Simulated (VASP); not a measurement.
A run of VASP 6.6.1:

The input INCAR:

```
PREC     = Accurate       # precision mode
ENCUT    = 520            # plane-wave cutoff, eV
EDIFF    = 1E-7           # SCF threshold, eV
ISMEAR   = 0              # smearing method
SIGMA    = 0.1            # smearing width, eV
LREAL    = F              # projectors in reciprocal space
LASPH    = T              # aspherical terms in the spheres
NELM     = 60             # most SCF steps
ALGO     = Normal         # electronic algorithm
ISIF     = 2              # what is computed and relaxed
LWAVE    = F              # write WAVECAR
LCHARG   = F              # write CHGCAR
LDIPOL   = T            
IDIPOL   = 3            
DIPOL    = 0.5 0.5 0.326
GGA      = PE             # functional
IVDW     = 12             # dispersion correction
NBANDS   = 42             # bands
```

Contents of KPOINTS:

```
regular mesh
0
Gamma
  9 9 1
```

The input POSCAR:

```
CuGe4
1.0
    4.0303587907      0.0000000000      0.0000000000
   -2.0151793953      3.4903930991      0.0000000000
    0.0000000000      0.0000000000     21.5984135941
Ge Cu
4 1
Direct
    0.3333333333      0.6666666667      0.1851987871
    0.0000000000      0.0000000000      0.2232892486
    0.0000000000      0.0000000000      0.3443139717
    0.6666666667      0.3333333333      0.3795840634
    0.8888888889      0.7777777778      0.4953333053
```

Potentials or basis: VASP PAW PBE potentials, release 64 (Ge_d, Cu).

Run with:

```sh
$ cat potpaw_PBE.64/Ge_d/POTCAR potpaw_PBE.64/Cu/POTCAR > POTCAR
$ mpirun -np 1 vasp_std > vasp.out
```

Hardware: 1 thread of AMD EPYC 7R13 (shared host).

Estimate the wall time of this run.

It took 23 min on 1 thread of AMD EPYC 7R13, on a shared host, peak memory 0.51 GiB. Counts: scf iterations 30, k points 25.
